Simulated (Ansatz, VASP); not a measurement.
Two plane-wave programs on CuO

The input INCAR:

```
PREC = Accurate ; ENCUT = 1340
EDIFF = 1E-6 ; ISMEAR = -1
SIGMA = 0.05 ; LREAL = False
LASPH = True ; NELM = 120
ALGO = Normal ; ISIF = 2
LWAVE = False ; LCHARG = False
GGA = PS ; NBANDS = 33
GGA_COMPAT = False
```

KPOINTS

```
regular mesh
0
Gamma
  6 6 3
```

File POSCAR:

```
CuO
1.0
    2.3446497600     -1.7133998200      0.0000000000
    2.3446497600      1.7133998200      0.0000000000
   -0.8605499100      0.0000000000      5.0594394800
Cu O
2 2
Direct
    0.0032000000      0.4968000000      0.0000000000
    0.4968000000      0.0032000000      0.5000000000
    0.5714000000      0.4056000000      0.2537000000
    0.4056000000      0.5714000000      0.7537000000
```

File input.yaml:

```yaml
crystal:
  lattice:
    - [2.34464976, -1.71339982, 0.0]
    - [2.34464976, 1.71339982, 0.0]
    - [-0.86054991, 0.0, 5.05943948]
  atoms:
    - { symbol: Cu, position: [0.0032, 0.4968, 0.0] }
    - { symbol: Cu, position: [0.4968, 0.0032, 0.5] }
    - { symbol: O, position: [0.5714, 0.4056, 0.2537] }
    - { symbol: O, position: [0.4056, 0.5714, 0.7537] }
hamiltonian:
  xc: pbesol
  pseudopotentials: { kind: paw }
kpoints:
  mp_grid: { grid: [6, 6, 3] }
  band_path:
    path:
      - [[0.0, 0.0, 0.0], [-0.5, -0.5, 0.0], [-0.5249461988, -0.5249461988, 0.3256423996], [-0.5, -0.5, 0.5], [-0.6336779992, -0.3663220008, 0.5]]
      - [[-0.3663220008, 0.3663220008, 0.5], [0.0, 0.0, 0.5], [-0.4750538012, -0.4750538012, 0.6743576004]]
      - [[-0.5, -0.5, 0.0], [-0.612631459, -0.387368541, 0.0]]
      - [[-0.387368541, 0.387368541, 0.0], [0.0, 0.0, 0.0], [-0.5, 0.0, 0.0]]
      - [[-0.5, 0.0, 0.5], [0.0, 0.0, 0.0]]
    npoints: 14
scf:
  occupations: { method: fermi_dirac, width: 0.05 }
  n_extra_bands: 10
output:
  forces: true
  stress: true
  eigenvalues: true
  fatbands: false
```

Alike in both runs: functional PBEsol; k mesh 6 × 6 × 3; occupations fermi-dirac, width 0.05 eV; no spin polarisation.

|  | VASP | Ansatz |
| --- | --- | --- |
| version | VASP 6.6.1 | Ansatz 0.2.0 |
| potentials or method | VASP PAW PBE potentials, release 64 (Cu_sv_GW, O_h) | Ansatz PAW |
| plane-wave cutoff (eV) | 1340 | 420 |
| valence electrons in the cell | 50 | 50 |
| task | single point | band structure |

VASP gave:

```
gap on the k mesh at the Fermi level (eV)                     : none
pressure (GPa)                                                : -3.0
traceless stress, the component that is largest in VASP (GPa) : 2.20
rms of the force components (eV/Å)                            : 0.414
```

Problem. Estimate Ansatz's values.

Solution. gap on the k mesh at the Fermi level (eV): none; pressure (GPa): -2.6; traceless stress, the component that is largest in VASP (GPa): 2.25; rms of the force components (eV/Å): 0.412.

VASP's potentials were made for PBE, not for PBEsol. Atom by atom the forces differ by 0.003 eV/Å (rms over components). A gap of «none» marks a metal or a gap that the smearing closes. The functional is the same, so the differences come from potentials, cutoffs and numerics.

The k mesh is coarse, so the values compare programs but aren't converged.
